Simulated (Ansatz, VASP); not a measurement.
# One calculation of KCl, two programs

The input INCAR:

```
SYSTEM = KCl
  ALGO = Normal
  EDIFF = 1E-6
  ENCUT = 520
  GGA = PS
  ISIF = 2
  ISMEAR = 0
  LASPH = .TRUE.
  LCHARG = .TRUE.
  LELF = .TRUE.
  LREAL = .FALSE.
  LVHAR = .TRUE.
  LWAVE = .FALSE.
  NBANDS = 15
  NELM = 60
  PREC = Accurate
  SIGMA = 0.01
```

File KPOINTS:

```
k-points
0
G
  8 8 8
  0 0 0
```

Contents of POSCAR:

```
KCl
1.0
    0.0000000000      3.1056716748      3.1056716748
    3.1056716748      0.0000000000      3.1056716748
    3.1056716748      3.1056716748      0.0000000000
K Cl
1 1
Direct
    0.0000000000      0.0000000000      0.0000000000
    0.5000000000      0.5000000000      0.5000000000
```

Input for Ansatz:

```yaml
crystal:
  lattice:
    - [0.0, 3.10567167479, 3.10567167479]
    - [3.10567167479, 0.0, 3.10567167479]
    - [3.10567167479, 3.10567167479, 0.0]
  atoms:
    - { symbol: K, position: [0.0, 0.0, 0.0] }
    - { symbol: Cl, position: [0.5, 0.5, 0.5] }
kpoints:
  mp_grid: { grid: [8, 8, 8] }
scf:
  occupations: { method: fixed }
  convergence: { dr2_threshold: 1.0e-10 }
hamiltonian:
  xc: pbesol
  pseudopotentials: { kind: all_electron, lapw: { basis_error: 0.0005 } }
output:
  forces: true
  stress: true
  eigenstates:
    kpoints:
      - [0.0, 0.0, 0.0]
      - [-0.5, 0.0, -0.5]
      - [0.0, -0.5, -0.5]
      - [-0.5, -0.5, 0.0]
      - [-0.5, 0.0, 0.0]
      - [0.0, -0.5, 0.0]
      - [0.0, 0.0, -0.5]
      - [-0.5, -0.5, -0.5]
  eigenvalues: true
```

Alike in both runs: task single point; functional PBEsol; k mesh 8 × 8 × 8; no spin polarisation.

|  | VASP | Ansatz |
| --- | --- | --- |
| version | VASP 6.6.1 | Ansatz 0.2.0 |
| potentials or method | VASP PAW PBE potentials, release 64 (K_sv, Cl), cutoff 520 eV | all-electron LAPW, scalar-relativistic |
| occupations | gaussian, width 0.01 eV | fixed |

```csv
,VASP,Ansatz,Ansatz less VASP
gap on the k mesh at the Fermi level (eV),5.15,5.15,+0.004
pressure (GPa),0.3,0.3,-0.05
```

VASP's potentials were made for PBE, not for PBEsol. Ansatz ran all-electron here, and VASP with PAW potentials.
